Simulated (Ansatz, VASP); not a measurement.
**Ti: VASP beside Ansatz**

```
CELL_PARAMETERS angstrom
2.85833 0.00000 0.00000
-1.42917 2.47539 0.00000
0.00000 0.00000 4.52411
ATOMIC_POSITIONS crystal
Ti 0.33333 0.66667 0.25000
Ti 0.66667 0.33333 0.75000
```

Alike in both runs: task single point; functional PBE; k mesh 20 × 20 × 11; occupations fermi-dirac, width 0.05 eV; collinear spin.

```csv
,VASP,Ansatz
version,VASP 6.6.1,Ansatz 0.2.0
potentials or method,"VASP PAW PBE potentials, release 64 (Ti_sv), cutoff 520 eV","plane waves (420 eV) with PAW, scalar-relativistic"
valence electrons in the cell,24,24
```

VASP gave:

- pressure (GPa): 10.4
- traceless stress, the component that is largest in VASP (GPa): 0.13
- net moment per atom (μB): 0.00

Problem. Estimate Ansatz's values.

Solution. Pressure (GPa): 10.8; traceless stress, the component that is largest in VASP (GPa): 0.12; net moment per atom (μB): 0.00.

With one functional, cell and mesh, what is left measures potentials, basis and numerics. Ansatz's warnings: seeded moment not kept.
